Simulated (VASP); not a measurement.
Set up this calculation in VASP 6.6.1, as the native input.

```
Task                   : single point
Functional             : PBE
Potentials or basis    : VASP PAW PBE potentials, release 64 (Ru_pv)
Cutoff                 : 520 eV
k mesh                 : 21 × 21 × 12
Occupations            : gaussian, width 0.15 eV
Spin                   : no spin polarisation
Dipole correction      : no
Further INCAR settings : ALGO = Fast; EDIFF = 1e-06; NBANDS = 21
```

The structure of Ru lies in POSCAR:

```
Ru
1.0
    2.5541361845      0.0000000000      0.0000000000
   -1.2770680923      2.2119468205      0.0000000000
    0.0000000000      0.0000000000      4.2873729992
Ru
2
Direct
    0.3333333333      0.6666666667      0.2500000000
    0.6666666667      0.3333333333      0.7500000000
```

One way to write it, as run:

INCAR

```
PREC = Accurate
ENCUT = 520
EDIFF = 1E-6
ISMEAR = 0
SIGMA = 0.15
LREAL = F
LASPH = T
NELM = 60
ALGO = Fast
ISIF = 2
LWAVE = F
LCHARG = F
GGA = PE
NBANDS = 21
```

KPOINTS

```
regular mesh
0
Gamma
  21 21 12
```

Potentials or basis: VASP PAW PBE potentials, release 64 (Ru_pv).

Command:

```console
$ cat potpaw_PBE.64/Ru_pv/POTCAR > POTCAR
$ mpirun -np 1 vasp_std > vasp.out
```

Results of the run:

- Pressure: 55.4 GPa
- Band gap on the k mesh: zero (bands 14 and 15 overlap by 3.73 eV)

Caveat: the cell stands under pressure.

Run time: 62 s on 1 thread of Intel(R) Xeon(R) 6975P-C (Granite Rapids), on a shared host, peak memory 0.23 GiB.
